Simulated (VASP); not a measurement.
Input of a VASP 6.6.1 run:

The input INCAR:

```
SYSTEM = W9C7
PREC = Accurate
ENCUT = 1000
EDIFF = 1E-6
ISMEAR = -1
SIGMA = 0.1
LREAL = Auto
LASPH = .TRUE.
NELM = 120
ALGO = Normal
ISIF = 2
LWAVE = .FALSE.
LCHARG = .TRUE.
GGA = PE
LELF = .TRUE.
LVHAR = .TRUE.
NBANDS = 91
GGA_COMPAT = .FALSE.
```

The input KPOINTS:

```
Automatic mesh
0
G
  3 3 3
  0 0 0
```

Contents of POSCAR:

```
W9C7
1.0
    5.8130000045      0.0000000000      0.0000000000
   -2.9065000023      5.0342056761      0.0000000000
    0.0000000000      0.0000000000      5.6732000000
W C
9 7
Direct
   -0.0263488725     -0.0131744362     -0.0154339308
    0.3333333333      0.1666666667      0.2500000000
   -0.0263488725     -0.0131744362      0.5154339308
    0.0000000000      0.5000000000      0.0027243617
    0.0000000000      0.5000000000      0.4972756383
    0.5131744362     -0.0131744362     -0.0154339308
    0.5131744362     -0.0131744362      0.5154339308
    0.5131744362      0.5263488725     -0.0154339308
    0.5131744362      0.5263488725      0.5154339308
    0.3333333333      0.1666666667      0.7500000000
    0.3362660453      0.6681330227      0.2500000000
    0.3174478231      0.6587239115      0.7500000000
    0.8318669773      0.1637339547      0.2500000000
    0.8412760885      0.1825521769      0.7500000000
    0.8318669773      0.6681330227      0.2500000000
    0.8412760885      0.6587239115      0.7500000000
```

Potentials or basis: VASP PAW PBE potentials, release 64 (W_sv, C_h).

Command:

```sh
$ cat potpaw_PBE.64/W_sv/POTCAR potpaw_PBE.64/C_h/POTCAR > POTCAR
$ mpirun -np 1 vasp_std > vasp.out
```

Question: What does it give for the band gap on the k mesh?

Answer: Zero (bands 77 and 78 overlap by 0.45 eV).

Question: Predict the pressure.

Answer: 51.6 GPa.

Question: Predict the largest force.

Answer: 0.107 eV/Å.

Stress tensor (GPa, compression positive):
```
50.22  0.00  0.00
 0.00 50.22  0.00
 0.00  0.00 54.51
```

Caveat: the k points lie up to 0.42 Å⁻¹ apart; spin-orbit coupling is left out, which moves the levels of the heavy elements.
